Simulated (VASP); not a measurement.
# K2S (Fm-3m) in VASP: notebook, part 2 of 2

VASP 6.6.1. Earlier steps stand in the parts before.

## 3. Elastic constants, PBEsol

This run uses another cell than the first one, of 25.04 Å³/atom.

The input, INCAR:

```
SYSTEM = K2S
  PREC = Accurate
  ENCUT = 500
  EDIFF = 1E-8
  ISMEAR = 0
  SIGMA = 0.01
  LREAL = .FALSE.
  LASPH = .TRUE.
  NELM = 120
  ALGO = Normal
  ISIF = 3
  LWAVE = .FALSE.
  LCHARG = .FALSE.
  GGA = PS
  NBANDS = 19
  IBRION = 6
  NFREE = 2
  POTIM = 0.015
  NSW = 1
  GGA_COMPAT = .FALSE.
```

The input, KPOINTS:

```
regular mesh
0
G
  6 6 6
  0 0 0
```

The input, POSCAR:

```
K2S
1.0
    0.0000000000      3.3487620662      3.3487620662
    3.3487620662      0.0000000000      3.3487620662
    3.3487620662      3.3487620662      0.0000000000
K S
2 1
Direct
    0.2500000000      0.2500000000      0.2500000000
    0.7500000000      0.7500000000      0.7500000000
    0.0000000000      0.0000000000      0.0000000000
```

Potentials or basis: VASP PAW PBE potentials, release 64 (K_sv, S).

Launch:

```bash
$ cat potpaw_PBE.64/K_sv/POTCAR potpaw_PBE.64/S/POTCAR > POTCAR
$ mpirun -np 1 vasp_std > vasp.out
```

OUTCAR:

```text
SYSTEM = K2S
   PREC = Accurate
   ENCUT = 500
   EDIFF = 1E-8
   ISMEAR = 0
   LREAL = .FALSE.
   LASPH = .TRUE.
   NELM = 120
   ISIF = 3
   GGA = PS
   IBRION = 6
   NFREE = 2
   POTIM = 0.015
   NSW = 1

 ion  position               nearest neighbor table
   1  0.250  0.250  0.250-   3 2.90   3 2.90   3 2.90   3 2.90   2 3.35   2 3.35   2 3.35   2 3.35
                             2 3.35   2 3.35
   2  0.750  0.750  0.750-   3 2.90   3 2.90   3 2.90   3 2.90   1 3.35   1 3.35   1 3.35   1 3.35
                             1 3.35   1 3.35
   3  0.000  0.000  0.000-   2 2.90   2 2.90   2 2.90   1 2.90   2 2.90   1 2.90   1 2.90   1 2.90

  LATTYP: Found a face centered cubic cell.
 ALAT       =     6.6975241324

  Lattice vectors:

 A1 = (   0.0000000000,   3.3487620662,   3.3487620662)
 A2 = (   3.3487620662,   0.0000000000,   3.3487620662)
 A3 = (   3.3487620662,   3.3487620662,   0.0000000000)

Analysis of symmetry for initial positions (statically):
=====================================================================
 Subroutine PRICEL returns:
 Original cell was already a primitive cell.

 Routine SETGRP: Setting up the symmetry group for a
 face centered cubic supercell.

 Subroutine GETGRP returns: Found 48 space group operations
 (whereof 48 operations were pure point group operations)
 out of a pool of 48 trial point group operations.

[... 898 lines left out ...]
  in kB      102.2033606    102.2633312    102.2633312     -0.0000000      0.0000000      0.0000000
  external PRESSURE =     102.2433410 kB  Pullay stress =       0.0000000 kB
[... 18 lines left out ...]
  FREE ENERGIE OF THE ION-ELECTRON SYSTEM (eV)
  ---------------------------------------------------
  free  energy   TOTEN  =        -9.2637081181 eV

  energy  without entropy=       -9.2637081181  energy(sigma->0) =       -9.26370812

 INTERNAL STRAIN TENSORS FROM STRAINED CELLS
 ============================================

 INTERNAL STRAIN TENSOR FOR ION    1 for displacements in x,y,z  (eV/Angst):
          X           Y           Z          XY          YZ          ZX
  --------------------------------------------------------------------------------
  x     0.00000     0.00000     0.00000     0.00000    -5.87411    -0.00000
  y     0.00000     0.00000     0.00000    -0.00000     0.00000    -5.87484
  z     0.00000     0.00000    -0.00000    -5.87456     0.00000     0.00000

 INTERNAL STRAIN TENSORS FROM DISPLACED ATOMS
 ============================================

 INTERNAL STRAIN TENSOR FOR ION    1 for displacements in x,y,z  (eV/Angst):
          X           Y           Z          XY          YZ          ZX
  --------------------------------------------------------------------------------
  x    -0.00000     0.00000     0.00000     0.00000    -5.87473     0.00000
  y     0.00000    -0.00000     0.00000     0.00000     0.00000    -5.87473
  z     0.00000     0.00000    -0.00000    -5.87473     0.00000     0.00000

 INTERNAL STRAIN TENSOR FOR ION    3 for displacements in x,y,z  (eV/Angst):
          X           Y           Z          XY          YZ          ZX
  --------------------------------------------------------------------------------
  x     0.00000     0.00000     0.00000     0.00000     0.00000     0.00000
  y     0.00000     0.00000     0.00000     0.00000     0.00000     0.00000
  z     0.00000     0.00000     0.00000     0.00000     0.00000     0.00000

 Eigenvectors and eigenvalues of the dynamical matrix
 ----------------------------------------------------

   1 f  =    8.050535 THz    50.583002 2PiTHz  268.536934 cm-1    33.294322 meV
             X         Y         Z           dx          dy          dz
      1.674381  1.674381  1.674381    -0.359465   -0.127051    0.000000
      5.023143  5.023143  5.023143    -0.359465   -0.127051   -0.000000
      0.000000  0.000000  0.000000     0.794053    0.280653    0.000000
[... 43 lines left out ...]
   9 f/i=    0.000904 THz     0.005682 2PiTHz    0.030165 cm-1     0.003740 meV
             X         Y         Z           dx          dy          dz
      1.674381  1.674381  1.674381     0.585052   -0.111164    0.000000
      5.023143  5.023143  5.023143     0.585052   -0.111164   -0.000000
      0.000000  0.000000  0.000000     0.529702   -0.100648    0.000000

--------------------------------------------------------------------------------------------------------

 ELASTIC MODULI CONTR FROM IONIC RELAXATION (kBar)
 Direction    XX          YY          ZZ          XY          YZ          ZX
 --------------------------------------------------------------------------------
 XX          -0.0000      0.0000      0.0000      0.0000     -0.0000      0.0000
 YY           0.0000     -0.0000     -0.0000      0.0000      0.0000     -0.0000
 ZZ           0.0000     -0.0000     -0.0000     -0.0000      0.0000      0.0000
 XY           0.0000      0.0000     -0.0000   -313.8766     -0.0000     -0.0000
 YZ          -0.0000      0.0000      0.0000     -0.0000   -313.8766     -0.0000
 ZX           0.0000     -0.0000      0.0000     -0.0000     -0.0000   -313.8766
 --------------------------------------------------------------------------------

 TOTAL ELASTIC MODULI (kBar)
 Direction    XX          YY          ZZ          XY          YZ          ZX
 --------------------------------------------------------------------------------
 XX         594.4285    440.9933    440.9933      0.0000     -0.0000      0.0000
 YY         440.9933    594.4285    440.9933      0.0000      0.0000     -0.0000
 ZZ         440.9933    440.9933    594.4285     -0.0000      0.0000      0.0000
 XY           0.0000      0.0000     -0.0000     36.6330     -0.0000     -0.0000
 YZ          -0.0000      0.0000      0.0000     -0.0000     36.6330     -0.0000
 ZX           0.0000     -0.0000      0.0000     -0.0000     -0.0000     36.6330
 --------------------------------------------------------------------------------
```

It took 7.3 min on 1 thread of Intel Xeon 6975P-C (Granite Rapids), shared host; peak memory 0.3 GiB.

What came out:

| Quantity | Value |
| --- | --- |
| Elastic constants C11, C12, C44 | 59, 44, 4 GPa |
| Voigt bulk modulus | 49 GPa |
| Highest phonon frequency at Γ, LO-TO splitting left out | 269 cm⁻¹ |

Phonon frequencies in cm⁻¹ (negative: imaginary):
```csv
q point,frequencies
"(0.000, 0.000, 0.000)",0 0 0 181 181 181 269 269 269
```

Elastic tensor in Voigt notation (GPa, in the Cartesian axes of the cell as first typed):
```
59 44 44  0  0  0
44 59 44  0  0  0
44 44 59  0  0  0
 0  0  0  4  0  0
 0  0  0  0  4  0
 0  0  0  0  0  4
```

Clamped-ion elastic tensor (GPa):
```
59 44 44  0  0  0
44 59 44  0  0  0
44 44 59  0  0  0
 0  0  0 35  0  0
 0  0  0  0 35  0
 0  0  0  0  0 35
```

Caveat: the cell is under stress, which shifts elastic constants; the PAW data sets were made with another functional, which shifts forces and pressure a little.

## 4. Elastic constants, PBEsol

This run uses another cell than the first one, of 26.50 Å³/atom.

The input, INCAR:

```
SYSTEM = K2S
PREC = Accurate
ENCUT = 500
EDIFF = 1E-8
ISMEAR = 0
SIGMA = 0.01
LREAL = .False.
LASPH = .True.
NELM = 120
ALGO = Normal
ISIF = 3
LWAVE = .False.
LCHARG = .True.
GGA = PS
NBANDS = 19
IBRION = 6
NFREE = 2
POTIM = 0.015
NSW = 1
GGA_COMPAT = .False.
```

The input, KPOINTS:

```
Automatic mesh
0
Gamma
  6 6 6
  0 0 0
```

The input, POSCAR:

```
K2S
1.0
    0.0000000000      3.4127057187      3.4127057187
    3.4127057187      0.0000000000      3.4127057187
    3.4127057187      3.4127057187      0.0000000000
K S
2 1
Direct
    0.2500000000      0.2500000000      0.2500000000
    0.7500000000      0.7500000000      0.7500000000
    0.0000000000      0.0000000000      0.0000000000
```

Potentials or basis: VASP PAW PBE potentials, release 64 (K_sv, S).

Launch:

```bash
$ cat potpaw_PBE.64/K_sv/POTCAR potpaw_PBE.64/S/POTCAR > POTCAR
$ mpirun -np 1 vasp_std > vasp.out
```

OUTCAR:

```text
SYSTEM = K2S
   PREC = Accurate
   ENCUT = 500
   EDIFF = 1E-8
   ISMEAR = 0
   LREAL = .False.
   LASPH = .True.
   NELM = 120
   ISIF = 3
   GGA = PS
   IBRION = 6
   NFREE = 2
   POTIM = 0.015
   NSW = 1

 ion  position               nearest neighbor table
   1  0.250  0.250  0.250-   3 2.96   3 2.96   3 2.96   3 2.96   2 3.41   2 3.41   2 3.41   2 3.41
                             2 3.41   2 3.41
   2  0.750  0.750  0.750-   3 2.96   3 2.96   3 2.96   3 2.96   1 3.41   1 3.41   1 3.41   1 3.41
                             1 3.41   1 3.41
   3  0.000  0.000  0.000-   2 2.96   2 2.96   2 2.96   1 2.96   2 2.96   1 2.96   1 2.96   1 2.96

  LATTYP: Found a face centered cubic cell.
 ALAT       =     6.8254114374

  Lattice vectors:

[... 955 lines left out ...]
  x     0.00000     0.00000     0.00000     0.00000    -4.71564     0.00000
  y     0.00000     0.00000     0.00000     0.00000     0.00000    -4.71564
  z     0.00000     0.00000     0.00000    -4.71564     0.00000     0.00000

 INTERNAL STRAIN TENSOR FOR ION    3 for displacements in x,y,z  (eV/Angst):
          X           Y           Z          XY          YZ          ZX
  --------------------------------------------------------------------------------
  x     0.00000     0.00000     0.00000     0.00000     0.00000     0.00000
  y     0.00000     0.00000     0.00000     0.00000     0.00000     0.00000
  z     0.00000     0.00000     0.00000     0.00000     0.00000     0.00000

 Eigenvectors and eigenvalues of the dynamical matrix
 ----------------------------------------------------

   1 f  =    7.371510 THz    46.316566 2PiTHz  245.887119 cm-1    30.486104 meV
             X         Y         Z           dx          dy          dz
      1.706353  1.706353  1.706353    -0.368942    0.096095   -0.000000
      5.119059  5.119059  5.119059    -0.368942    0.096095    0.000000
      0.000000  0.000000  0.000000     0.815005   -0.212278    0.000000
[... 43 lines left out ...]
   9 f/i=    0.000910 THz     0.005718 2PiTHz    0.030353 cm-1     0.003763 meV
             X         Y         Z           dx          dy          dz
      1.706353  1.706353  1.706353     0.030521   -0.594741   -0.000000
      5.119059  5.119059  5.119059     0.030521   -0.594741   -0.000000
      0.000000  0.000000  0.000000     0.027633   -0.538461    0.000000

--------------------------------------------------------------------------------------------------------

 ELASTIC MODULI CONTR FROM IONIC RELAXATION (kBar)
 Direction    XX          YY          ZZ          XY          YZ          ZX
 --------------------------------------------------------------------------------
 XX          -0.0000      0.0000     -0.0000      0.0000      0.0000     -0.0000
 YY           0.0000     -0.0000      0.0000     -0.0000     -0.0000      0.0000
 ZZ          -0.0000      0.0000     -0.0000      0.0000      0.0000     -0.0000
 XY           0.0000     -0.0000      0.0000   -219.1727     -0.0000      0.0000
 YZ           0.0000     -0.0000      0.0000     -0.0000   -219.1727      0.0000
 ZX          -0.0000      0.0000     -0.0000      0.0000      0.0000   -219.1727
 --------------------------------------------------------------------------------

 TOTAL ELASTIC MODULI (kBar)
 Direction    XX          YY          ZZ          XY          YZ          ZX
 --------------------------------------------------------------------------------
 XX         537.6008    351.1036    351.1036      0.0000      0.0000      0.0000
 YY         351.1036    537.6008    351.1036     -0.0000     -0.0000      0.0000
 ZZ         351.1036    351.1036    537.6008      0.0000      0.0000      0.0000
 XY           0.0000     -0.0000      0.0000     66.4815     -0.0000      0.0000
 YZ           0.0000     -0.0000      0.0000     -0.0000     66.4815      0.0000
 ZX           0.0000      0.0000      0.0000      0.0000      0.0000     66.4815
 --------------------------------------------------------------------------------
```

stdout:

```text
POSCAR found type information on POSCAR K S
 POSCAR found :  2 types and       3 ions
 scaLAPACK will be used
 -----------------------------------------------------------------------------
|                                                                             |
|                                                                             |
|     You enforced a specific xc type in the INCAR file but a different       |
|     I HOPE YOU KNOW WHAT YOU ARE DOING!                                     |
[... 32 lines left out ...]
 Finite differences progress:
 bond charge predicted
 Finite differences progress:
 bond charge predicted
 Finite differences progress:
 bond charge predicted
 Finite differences progress:
 bond charge predicted
 Finite differences progress:
 bond charge predicted
 Finite differences progress:
 bond charge predicted
 Finite differences progress:
```

Wall time 8 min (1 thread of Intel Xeon 6975P-C (Granite Rapids), shared host); peak memory 0.31 GiB.

Results:

```yaml
Elastic_constants_C11_C12_C44: 54, 35, 7 GPa
Voigt_bulk_modulus: 41 GPa
Highest_phonon_frequency_at_Γ_LO-TO_splitting_left_out: 246 cm⁻¹
```

Phonon frequencies in cm⁻¹ (negative: imaginary):
```csv
q point,frequencies
"(0.000, 0.000, 0.000)",0 0 0 169 169 169 246 246 246
```

Elastic tensor in Voigt notation (GPa, in the Cartesian axes of the cell as first typed):
```
54 35 35  0  0  0
35 54 35  0  0  0
35 35 54  0  0  0
 0  0  0  7  0  0
 0  0  0  0  7  0
 0  0  0  0  0  7
```

Clamped-ion elastic tensor (GPa):
```
54 35 35  0  0  0
35 54 35  0  0  0
35 35 54  0  0  0
 0  0  0 29  0  0
 0  0  0  0 29  0
 0  0  0  0  0 29
```

Caveat: the cell is under stress, which shifts elastic constants; the PAW data sets were made with another functional, which shifts forces and pressure a little.
